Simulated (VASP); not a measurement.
Here is a VASP 6.6.1 calculation.

The input INCAR:

```
SYSTEM = Mg
PREC = Accurate ; ENCUT = 520
EDIFF = 1E-6 ; ISMEAR = 0
SIGMA = 0.15 ; LREAL = .FALSE.
LASPH = .TRUE. ; NELM = 100
ALGO = Normal ; ISIF = 2
LWAVE = .FALSE. ; LCHARG = .TRUE.
GGA = PE ; LELF = .TRUE.
LVHAR = .TRUE. ; NBANDS = 7
```

KPOINTS

```
Automatic mesh
0
G
  18 18 18
  0 0 0
```

The input POSCAR:

```
Mg
1.0
   -1.9212000000      1.9212000000      1.5003000000
    1.9212000000     -1.9212000000      1.5003000000
    1.9212000000      1.9212000000     -1.5003000000
Mg
1
Direct
    0.0000000000      0.0000000000      0.0000000000
```

Potentials or basis: VASP PAW PBE potentials, release 64 (Mg).

Command:

```console
$ cat potpaw_PBE.64/Mg/POTCAR > POTCAR
$ mpirun -np 1 vasp_std > vasp.out
```

Problem. Predict the pressure.

Solution. 2.4 GPa.

Problem. What does it give for the band gap on the k mesh?

Solution. Zero (band 1 reaches 5.19 eV, above the bottom of band 2 at 0.79 eV).

Stress tensor (GPa, compression positive):
```
0.62 0.00 0.00
0.00 0.62 0.00
0.00 0.00 6.03
```
